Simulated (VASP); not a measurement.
A run of VASP 6.6.1 is set up as follows.

The input INCAR:

```
PREC     = Accurate       # precision mode
ENCUT    = 600            # plane-wave cutoff, eV
EDIFF    = 1E-6           # SCF threshold, eV
ISMEAR   = 0              # smearing method
SIGMA    = 0.1            # smearing width, eV
LREAL    = F              # projectors in reciprocal space
LASPH    = T              # aspherical terms in the spheres
NELM     = 100            # most SCF steps
ALGO     = Normal         # electronic algorithm
ISIF     = 3              # what is computed and relaxed
LWAVE    = F              # write WAVECAR
LCHARG   = F              # write CHGCAR
GGA      = PE             # functional
IBRION   = 2              # ionic algorithm
NSW      = 100            # ionic steps
EDIFFG   = -0.01          # ionic threshold
```

File KPOINTS:

```
Automatic mesh
0
Gamma
  12 12 10
```

File POSCAR:

```
SiB4
1.0
    4.0057660595      0.0000000000      0.0000000000
   -2.0028830297      3.4690951691      0.0000000000
    0.0000000000      0.0000000000      4.0117759958
Si B
1 4
Direct
    0.0000000000      0.0000000000      0.0000000000
    0.5000000000      0.0000000000      0.0000000000
    0.0000000000      0.5000000000      0.0000000000
    0.5000000000      0.5000000000      0.0000000000
    0.0000000000      0.0000000000      0.5000000000
```

Potentials or basis: VASP PAW PBE potentials, release 64 (Si, B).

Run with:

```bash
$ cat potpaw_PBE.64/Si/POTCAR potpaw_PBE.64/B/POTCAR > POTCAR
$ mpirun -np 1 vasp_std > vasp.out
```

Predict the band gap on the k mesh.

zero (band 8 reaches 6.09 eV, above the bottom of band 9 at 3.69 eV).

Estimate the relaxed cell.

a = 4.009 Å, b = 4.009 Å, c = 4.011 Å, α = 90.00°, β = 90.00°, γ = 120.00°.

Estimate the space group after relaxing (to 0.05 Å).

P6/mmm (No. 191).

What does it give for the relaxed volume?

11.17 Å³/atom.

Final structure:
```
Si B
1.0
     4.00907    0.00000    0.00000
    -2.00454    3.47196    0.00000
     0.00000    0.00000    4.01062
Si B
1 4
Direct
  0.00000 0.00000 0.00000
  0.50000 0.00000 0.00000
  0.00000 0.50000 0.00000
  0.50000 0.50000 0.00000
  0.00000 0.00000 0.50000
```
